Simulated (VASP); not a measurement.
# Ag (Cmcm) in VASP: single point with r2SCAN

Aim: the single point of Ag with r2SCAN.

Everything below comes from runs of VASP 6.6.1. Logs are shortened: lines on timing, memory, paths and dates and some standing lists are left out, and cuts for length are marked.

## Step 1: The cell of the first run

It takes space group Cmcm (No. 63, orthorhombic). The conventional cell has a = 3.311 Å, b = 4.683 Å, c = 4.683 Å, α = 90.00°, β = 90.00°, γ = 90.00°. Within 3.8 Å of Ag (site symmetry m2m) lie 14 Ag at 2.87 to 3.53 Å.

## Step 2: Single point, r2SCAN

File POSCAR:

```
Ag
1.0
   -1.6556540000      1.6556540000      1.6556540000
    1.6556540000     -1.6556540000      1.6556540000
    3.3113080000      3.3113080000      0.0000000000
Ag
2
Direct
   -0.0320314562      0.0320314562      0.0000000000
    0.5320314562      0.4679685438      0.5000000000
```

File INCAR.step1:

```
ALGO     = Normal         # electronic algorithm
EDIFF    = 1E-4           # SCF threshold, eV
ENCUT    = 520            # plane-wave cutoff, eV
GGA      = PE             # functional
ISMEAR   = 0              # smearing method
LASPH    = T              # aspherical terms in the spheres
LCHARG   = F              # write CHGCAR
LREAL    = F              # projectors in reciprocal space
LWAVE    = T              # write WAVECAR
NBANDS   = 18             # bands
NELM     = 100            # most SCF steps
PREC     = Accurate       # precision mode
SIGMA    = 0.15           # smearing width, eV
```

File INCAR.step2:

```
ALGO     = Normal         # electronic algorithm
EDIFF    = 1E-6           # SCF threshold, eV
ENCUT    = 520            # plane-wave cutoff, eV
ISIF     = 2              # what is computed and relaxed
ISMEAR   = 0              # smearing method
ISTART   = 1            
LASPH    = T              # aspherical terms in the spheres
LCHARG   = T              # write CHGCAR
LELF     = T              # ELF
LMIXTAU  = T            
LREAL    = F              # projectors in reciprocal space
LVHAR    = T            
LWAVE    = F              # write WAVECAR
METAGGA  = R2SCAN         # meta-GGA
NBANDS   = 18             # bands
NELM     = 100            # most SCF steps
PREC     = Accurate       # precision mode
SIGMA    = 0.15           # smearing width, eV
```

File KPOINTS:

```
k-points
0
Gamma
  18 18 10
```

Potentials or basis: VASP PAW PBE potentials, release 64 (Ag).

Command:

```
cat potpaw_PBE.64/Ag/POTCAR > POTCAR
cp INCAR.step1 INCAR
mpirun -np 1 vasp_std > vasp.out
cp INCAR.step2 INCAR
mpirun -np 1 vasp_std > vasp.out
```

OUTCAR:

```text
EDIFF = 1E-6
   ENCUT = 520
   ISIF = 2
   ISMEAR = 0
   ISTART = 1
   LASPH = T
   LREAL = F
   METAGGA = R2SCAN
   NELM = 100
   PREC = Accurate

 ion  position               nearest neighbor table
   1  0.968  0.032  0.000-   2 2.88   2 2.88   2 2.88   2 2.88   2 3.11   2 3.11   2 3.53   2 3.53

   2  0.532  0.468  0.500-   1 2.88   1 2.88   1 2.88   1 2.88   1 3.11   1 3.11   1 3.53   1 3.53

  LATTYP: Found a base centered orthorhombic cell.
 ALAT       =     3.3113080000
 B/A-ratio  =     1.4142135624
 C/A-ratio  =     1.4142135624

  Lattice vectors:

 A1 = (  -1.6556540000,   1.6556540000,   1.6556540000)
 A2 = (   1.6556540000,  -1.6556540000,   1.6556540000)
 A3 = (   3.3113080000,   3.3113080000,   0.0000000000)

Analysis of symmetry for initial positions (statically):
=====================================================================
 Subroutine PRICEL returns:
 Original cell was already a primitive cell.

 Routine SETGRP: Setting up the symmetry group for a
 base centered orthorhombic supercell.

 Subroutine GETGRP returns: Found  8 space group operations
 (whereof  4 operations were pure point group operations)
 out of a pool of  8 trial point group operations.

The static configuration has the point symmetry C_2v.
 The point group associated with its full space group is D_2h.

Analysis of symmetry for dynamics (positions and initial velocities):
=====================================================================
 Subroutine PRICEL returns:
 Original cell was already a primitive cell.

 Routine SETGRP: Setting up the symmetry group for a
 base centered orthorhombic supercell.

 Subroutine GETGRP returns: Found  8 space group operations
 (whereof  4 operations were pure point group operations)
 out of a pool of  8 trial point group operations.

The dynamic configuration has the point symmetry C_2v.
 The point group associated with its full space group is D_2h.

 Subroutine INISYM returns: Found  8 space group operations
 (whereof  4 operations are pure point group operations),
 and found     1 'primitive' translations

----------------------------------------------------------------------------------------

                                     Primitive cell

  volume of cell :      36.3077

  direct lattice vectors                    reciprocal lattice vectors
    -1.655654000  1.655654000  1.655654000    -0.150997733  0.150997733  0.301995465
     1.655654000 -1.655654000  1.655654000     0.150997733 -0.150997733  0.301995465
     3.311308000  3.311308000  0.000000000     0.150997733  0.150997733  0.000000000

  length of vectors
     2.867676848  2.867676848  4.682896683     0.369867397  0.369867397  0.213543041

  position of ions in fractional coordinates (direct lattice)
     0.967968544  0.032031456  0.000000000
     0.532031456  0.467968544  0.500000000

  ion indices of the primitive-cell ions
   primitive index   ion index
                 1           1
                 2           2

----------------------------------------------------------------------------------------

 KPOINTS: k-points

Automatic generation of k-mesh.
 Grid dimensions read from file:
 generate k-points for:   18   18   10

 Generating k-lattice:

  Cartesian coordinates                     Fractional coordinates (reciprocal lattice)
    -0.008388763  0.008388763  0.016777526     0.055555556  0.000000000  0.000000000
     0.008388763 -0.008388763  0.016777526     0.000000000  0.055555556  0.000000000
     0.015099773  0.015099773  0.000000000     0.000000000  0.000000000  0.100000000

  Length of vectors
     0.020548189  0.020548189  0.021354304

  Shift w.r.t. Gamma in fractional coordinates (k-lattice)
     0.000000000  0.000000000  0.000000000

 Subroutine IBZKPT returns following result:
 ===========================================

 Found    546 irreducible k-points:

 Following reciprocal coordinates:
            Coordinates               Weight
  0.000000  0.000000  0.000000      1.000000
  0.055556  0.000000  0.000000      4.000000
  0.111111  0.000000  0.000000      4.000000
  0.166667  0.000000  0.000000      4.000000
  0.222222  0.000000  0.000000      4.000000
  0.277778  0.000000  0.000000      4.000000
[... 16 lines left out ...]
 -0.277778  0.055556  0.000000      4.000000
 -0.222222  0.055556  0.000000      4.000000
 [... further k-points ...]
   k-points           NKPTS =    546   k-points in BZ     NKDIM =    546   number of bands    NBANDS=     18
   number of dos      NEDOS =    301   number of ions     NIONS =      2
   total plane-waves  NPLWV =  20736
   dimension x,y,z NGX =    24 NGY =   24 NGZ =   36
   dimension x,y,z NGXF=    48 NGYF=   48 NGZF=   72
   ions per type =               2
   NGX,Y,Z   is equivalent  to a cutoff of  13.91, 13.91, 12.78 a.u.
   NGXF,Y,Z  is equivalent  to a cutoff of  27.83, 27.83, 25.56 a.u.
 SYSTEM =  unknown system
   PREC   = accura    normal or accurate (medium, high low for compatibility)
   ISTART =      1    job   : 0-new  1-cont  2-samecut
   ICHARG =      0    charge: 1-file 2-atom 10-const
   ISPIN  =      1    spin polarized calculation?
   LNONCOLLINEAR =      F non collinear calculations
   LSORBIT =      F    spin-orbit coupling
   LASPH  =      T    aspherical Exc in radial PAW
   ENCUT  =  520.0 eV  38.22 Ry    6.18 a.u.   5.33  5.33  8.71*2*pi/ulx,y,z
   NELM   =    100;   NELMIN=  2; NELMDL=  0     # of ELM steps
   EDIFF  = 0.1E-05   stopping-criterion for ELM
   LREAL  =      F    real-space projection
   EDIFFG = 0.1E-04   stopping-criterion for IOM
   NSW    =      0    number of steps for IOM
   IBRION =     -1    ionic relax: 0-MD 1-quasi-New 2-CG
   NFREE  =      0    steps in history (QN), initial steepest desc. (CG)
   ISIF   =      2    stress and relaxation
   ISYM   =      2    0-nonsym 1-usesym 2-fastsym
   POTIM  = 0.5000    time-step for ionic-motion
   TEBEG  =    0.0;   TEEND  =   0.0 temperature during run
   PSTRESS=    0.0 pullay stress
   NELECT =      22.0000    total number of electrons
   NUPDOWN=      -1.0000    fix difference up-down
   EMIN   =  10.00;   EMAX   =-10.00  energy-range for DOS
   EFERMI =   0.00;   METHOD = LEGACY
   ISMEAR =     0;   SIGMA  =   0.15  broadening in eV -4-tet -1-fermi 0-gaus
   EFERMI_NEDOS =   21; number of points for ismear=-14 and -15
   IALGO  =     38    algorithm
   IMIX   =      4    mixing-type and parameters
     AMIX     =   0.40;   BMIX     =  1.00
     AMIX_MAG =   1.60;   BMIX_MAG =  1.00
  volume/ion in A,a.u.               =      18.15       122.51
  Fermi-wavevector in a.u.,A,eV,Ry     =   1.385318  2.617871 26.111022  1.919106
  Thomas-Fermi vector in A             =   2.509739
   LORBIT       =      0    0 simple, 1 ext, 2 COOP (PROOUT), +10 PAW based schemes
   METAGGA = R2SCAN    functional components
   LHFCALC =     F    Hartree Fock is set to
   AEXX    =    0.0000 exact exchange contribution
   IVDW    =     0    specifies the selected vdW correction
   LEPSILON=     F    determine dielectric tensor
   LRPA    =     F    only Hartree local field effects (RPA)
 non-spin polarized calculation
 Gauss-broadening in eV      SIGMA  =   0.15
  energy-cutoff  :      520.00
  volume of cell :       36.31
 maximum number of plane-waves:       993
 NGX is ok and might be reduce to    24
   NGX = 11   NGY = 11   NGZ = 17

 number of electron      22.0000005 magnetization

 Free energy of the ion-electron system (eV)
  ---------------------------------------------------
  ext. energy  EPLUGINS =         0.00000000
  ---------------------------------------------------
  free energy    TOTEN  =       -42.63828833 eV

  energy without entropy =      -42.63193204  energy(sigma->0) =      -42.63511019

 E-fermi :   7.6474     XC(G=0): -12.5333

 val. band max:        7.6441743723   @ k =   0.5000   0.0000   0.3000
 cond. band min:       7.6574832795   @ k =   0.1111   0.1111   0.2000
 fundamental gap:      0.0133089071
 Fermi energy:         7.6473865163

 k-point     1 :       0.0000    0.0000    0.0000
  band No.  band energies     occupation
      1       0.1134      2.00000
      2       1.2442      2.00000
      3       1.8778      2.00000
      4       2.5270      2.00000
      5       2.6471      2.00000
      6       2.6575      2.00000
[... 10 lines left out ...]
     17      26.1033      0.00000
     18      26.3033      0.00000

 k-point     2 :       0.0556    0.0000    0.0000
  band No.  band energies     occupation
      1       0.1887      2.00000
      2       1.2856      2.00000
      3       1.8924      2.00000
      4       2.5387      2.00000
      5       2.6506      2.00000
      6       2.6688      2.00000
[... 10 lines left out ...]
     17      26.1053      0.00000
     18      26.2018      0.00000

 k-point     3 :       0.1111    0.0000    0.0000
  band No.  band energies     occupation
      1       0.4084      2.00000
      2       1.3979      2.00000
      3       1.9376      2.00000
      4       2.5372      2.00000
      5       2.6275      2.00000
      6       2.7747      2.00000
[... 10 lines left out ...]
     17      25.8004      0.00000
     18      26.3168      0.00000

 k-point     4 :       0.1667    0.0000    0.0000
  band No.  band energies     occupation
      1       0.7501      2.00000
      2       1.5407      2.00000
      3       2.0237      2.00000
      4       2.5137      2.00000
      5       2.5803      2.00000
      6       2.9876      2.00000
[... 375 lines left out ...]
      4       2.4831      2.00000
      5       2.5286      2.00000
      6       2.6697      2.00000
[... 10 lines left out ...]
     17      22.0054      0.00000
     18      24.6182      0.00000

 k-point    23 :      -0.2778    0.0556    0.0000
  band No.  band energies     occupation
      1       1.4926      2.00000
      2       1.7576      2.00000
      3       2.3168      2.00000
      4       2.3423      2.00000
      5       2.4601      2.00000
      6       2.8434      2.00000
[... 10 lines left out ...]
     17      22.8931      0.00000
     18      24.5750      0.00000

 k-point    24 :      -0.2222    0.0556    0.0000
  band No.  band energies     occupation
      1       1.0801      2.00000
      2       1.6693      2.00000
      3       2.1952      2.00000
      4       2.4593      2.00000
      5       2.4822      2.00000
      6       3.0700      2.00000
[... 10 lines left out ...]
     17      23.7839      0.00000
     18      25.2293      0.00000

 [... further k-points ...]
[... 5 lines left out ...]
  --------------------------------------------------------------------------------------
  -------------------------------------------------------------------------------------
  Total       -0.7537613     -0.7537613     -0.8881439     -0.1178808     -0.0000000      0.0000000
  in kB      -33.2617971    -33.2617971    -39.1917998     -5.2018167     -0.0000000      0.0000000
  external PRESSURE =     -35.2384647 kB  Pullay stress =       0.0000000 kB

 VOLUME and BASIS-vectors are now :
 -----------------------------------------------------------------------------
  energy-cutoff  :      520.00
  volume of cell :       36.31
      direct lattice vectors                 reciprocal lattice vectors
    -1.655654000  1.655654000  1.655654000    -0.150997733  0.150997733  0.301995465
     1.655654000 -1.655654000  1.655654000     0.150997733 -0.150997733  0.301995465
     3.311308000  3.311308000  0.000000000     0.150997733  0.150997733  0.000000000

 POSITION                                       TOTAL-FORCE (eV/Angst)
 -----------------------------------------------------------------------------------
     -1.54959      1.54959      1.65565         0.012923     -0.012923      0.000000
      1.54959      1.76172      1.65565        -0.012923      0.012923      0.000000
 -----------------------------------------------------------------------------------
    total drift:                                0.000000      0.000000      0.000000

  FREE ENERGIE OF THE ION-ELECTRON SYSTEM (eV)
  ---------------------------------------------------
  free  energy   TOTEN  =       -42.6382883335 eV

  energy  without entropy=      -42.6319320397  energy(sigma->0) =      -42.63511019
```

Wall time 10 min (1 thread of Oxide Virtual Turin-like, shared host); peak memory 0.36 GiB.

What came out:

* Free energy: -42.6383 eV
* Pressure: -3.5 GPa
* Largest force: 0.018 eV/Å
* Band gap on the k mesh: zero (bands 11 and 12 overlap by 7.85 eV)

Forces in eV/Å, atoms in the order of the input:
```
Ag   0.013 -0.013  0.000
Ag  -0.013  0.013  0.000
```

Caveat: the cell stands under tension; the PAW data sets were made with another functional, which shifts forces and pressure a little.
